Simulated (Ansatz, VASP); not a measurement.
# One calculation of Co, two programs

```
CELL_PARAMETERS angstrom
2.76315 0.00000 0.00000
0.00000 2.76315 0.00000
0.00000 0.00000 2.76315
ATOMIC_POSITIONS crystal
Co 0.00000 0.00000 0.00000
Co 0.50000 0.50000 0.50000
```

Alike in both runs: task single point; functional r2SCAN; k mesh 6 × 6 × 6; occupations fermi-dirac, width 0.1 eV; collinear spin.

|  | VASP | Ansatz |
| --- | --- | --- |
| version | VASP 6.6.1 | Ansatz 0.2.0 |
| potentials or method | VASP PAW PBE potentials, release 64 (Co), cutoff 660 eV | plane waves (500 eV) with PAW, scalar-relativistic |
| valence electrons in the cell | 18 | 34 |

VASP gave:

* net moment per atom (μB): 1.93
* size of the moment on the site where the two differ most (μB): 1.98

Estimate Ansatz's values.

net moment per atom (μB): 1.93; size of the moment on the site where the two differ most (μB): 2.03.

VASP's potentials were made for PBE, not for r2SCAN. Site moments also hang on the region over which each program counts them. With one functional, cell and mesh, what is left measures potentials, basis and numerics. VASP's potentials hold 18 valence electrons a cell and Ansatz's 34, so a difference there can come from the potentials and not from the codes. Ansatz's warnings: stability check not made.

The k mesh is coarse, so the values compare programs but aren't converged.
